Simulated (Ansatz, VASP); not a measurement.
## BaZrO3 in VASP and in Ansatz

```
Ba O Zr
1.0
     4.12333    0.00000    0.00000
     0.00000    4.12333    0.00000
     0.00000    0.00000    4.31220
Ba O Zr
1 3 1
Direct
  0.00000 0.00000 0.00000
  0.50000 0.50000 0.00000
  0.00000 0.50000 0.50000
  0.50000 0.00000 0.50000
  0.50000 0.50000 0.50000
```

Alike in both runs: task single point; functional PBE; k mesh 4 × 4 × 4; occupations gaussian, width 0.1 eV; no spin polarisation.

|  | VASP | Ansatz |
| --- | --- | --- |
| version | VASP 6.6.1 | Ansatz 0.2.0 |
| potentials or method | VASP PAW PBE potentials, release 64 (Ba_sv, O, Zr_sv), cutoff 600 eV | scalar-relativistic, plane waves, PAW |
| valence electrons in the cell | 40 | 40 |

|  | VASP | Ansatz | Ansatz less VASP |
| --- | --- | --- | --- |
| gap on the k mesh at the Fermi level (eV) | 3.09 | 3.14 | +0.053 |
| least direct gap on the mesh (eV) | 3.32 | 3.34 | +0.026 |
| pressure (GPa) | 6.2 | 5.3 | -0.92 |

Spin-orbit coupling is off throughout.
